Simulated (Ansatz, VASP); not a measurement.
# One calculation of CuO2, two programs

The input INCAR:

```
  PREC = Accurate
  ENCUT = 520
  EDIFF = 1E-6
  ISMEAR = 0
  SIGMA = 0.1
  LREAL = F
  LASPH = T
  NELM = 60
  ALGO = Normal
  ISIF = 2
  LWAVE = F
  LCHARG = T
  GGA = PE
  LELF = T
  LVHAR = T
  NBANDS = 32
```

KPOINTS

```
regular mesh
0
Gamma
  14 14 8
```

Contents of POSCAR:

```
CuO2
1.0
    1.4126150000     -5.2107470000      0.0000000000
    1.4126150000      5.2107470000      0.0000000000
    0.0000000000      0.0000000000      4.3434240000
Cu O
2 4
Direct
    0.8327470000      0.1672530000      0.2500000000
    0.1672530000      0.8327470000      0.7500000000
    0.4485140000      0.5514860000      0.2500000000
    0.5514860000      0.4485140000      0.7500000000
    0.2110300000      0.7889700000      0.2500000000
    0.7889700000      0.2110300000      0.7500000000
```

Input for Ansatz:

```yaml
crystal:
  lattice:
    - [1.412615, -5.210747, 0.0]
    - [1.412615, 5.210747, 0.0]
    - [0.0, 0.0, 4.343424]
  atoms:
    - { symbol: Cu, position: [0.832747, 0.167253, 0.25] }
    - { symbol: Cu, position: [0.167253, 0.832747, 0.75] }
    - { symbol: O, position: [0.448514, 0.551486, 0.25] }
    - { symbol: O, position: [0.551486, 0.448514, 0.75] }
    - { symbol: O, position: [0.21103, 0.78897, 0.25] }
    - { symbol: O, position: [0.78897, 0.21103, 0.75] }
basis:
  ecutwfc: 420
kpoints:
  mp_grid: { grid: [14, 14, 8] }
hamiltonian:
  xc: pbe
scf:
  occupations: { method: gaussian, width: 0.1 }
  lower_state_search: "off"
output:
  forces: true
  stress: true
  eigenvalues: true
```

Alike in both runs: task single point; functional PBE; k mesh 14 × 14 × 8; occupations gaussian, width 0.1 eV; no spin polarisation.

|  | VASP | Ansatz |
| --- | --- | --- |
| version | VASP 6.6.1 | Ansatz 0.2.0 |
| potentials or method | VASP PAW PBE potentials, release 64 (Cu, O), cutoff 520 eV | scalar-relativistic, plane waves, PAW |
| valence electrons in the cell | 46 | 62 |

VASP gave:

```
gap on the k mesh at the Fermi level (eV)                     : none
pressure (GPa)                                                : -0.6
traceless stress, the component that is largest in VASP (GPa) : -0.37
rms of the force components (eV/Å)                            : 0.067
```

Problem. Which values does Ansatz return?

Solution. gap on the k mesh at the Fermi level (eV): none; pressure (GPa): -1.7; traceless stress, the component that is largest in VASP (GPa): 1.04; rms of the force components (eV/Å): 0.096.

Atom by atom the forces differ by 0.066 eV/Å (rms over components). A gap of «none» marks a metal or a gap that the smearing closes. The functional is the same, so the differences come from potentials, cutoffs and numerics. VASP's potentials hold 46 valence electrons a cell and Ansatz's 62, so a difference there can come from the potentials and not from the codes.
